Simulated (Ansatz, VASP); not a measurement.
## Two plane-wave programs on Os

```
Os
1.0
    -2.43817    2.43817    1.31161
     2.43817   -2.43817    1.31161
     2.43817    2.43817   -1.31161
Os
2
Direct
  0.00000 0.00000 0.00000
  0.75000 0.25000 0.50000
```

Alike in both runs: functional PBEsol; k mesh 8 × 8 × 8; occupations gaussian, width 0.1 eV; no spin polarisation.

Ansatz relaxed the structure, and its values are those at the end. VASP's run is a single point on that final structure, the one shown.

|  | VASP | Ansatz |
| --- | --- | --- |
| version | VASP 6.6.1 | Ansatz 0.2.0 |
| potentials or method | VASP PAW PBE potentials, release 64 (Os), cutoff 520 eV | scalar-relativistic, plane waves, PAW |
| valence electrons in the cell | 16 | 32 |

|  | VASP | Ansatz | Ansatz less VASP |
| --- | --- | --- | --- |
| gap on the k mesh at the Fermi level (eV) | none | none | - |
| pressure (GPa) | 0.0 | 0.0 | -0.08 |

VASP's potentials were made for PBE, not for PBEsol. A gap of «none» marks a metal or a gap that the smearing closes. With one functional, cell and mesh, what is left measures potentials, basis and numerics. VASP's potentials hold 16 valence electrons a cell and Ansatz's 32, so a difference there can come from the potentials and not from the codes.

Neither program's run includes spin-orbit coupling.
